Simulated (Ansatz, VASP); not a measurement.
Two plane-wave programs on TlBr

```xyz
2
Lattice="3.9462 0.0000 0.0000 0.0000 3.9462 0.0000 0.0000 0.0000 3.9462" Properties=species:S:1:pos:R:3 pbc="T T T"
Tl    0.0000    0.0000    0.0000
Br    1.9731    1.9731    1.9731
```

Alike in both runs: task single point; functional r2SCANh; k mesh 4 × 4 × 4; no spin polarisation.

```csv
,VASP,Ansatz
version,VASP 6.6.1,Ansatz 0.2.0
potentials or method,"VASP PAW PBE potentials, release 64 (Tl_d, Br)","plane waves, PAW"
plane-wave cutoff (eV),440,500
occupations,"gaussian, width 0.01 eV",fixed
valence electrons in the cell,20,20
```

```tsv
	VASP	Ansatz	Ansatz less VASP
gap on the k mesh at the Fermi level (eV)	2.71	2.69	-0.021
pressure (GPa)	1.1	1.2	+0.06
```

VASP's potentials were made for PBE, not for r2SCANh. Ansatz's warnings: stress exchange threshold loose, stress scf threshold loose.

Spin-orbit coupling is off throughout.
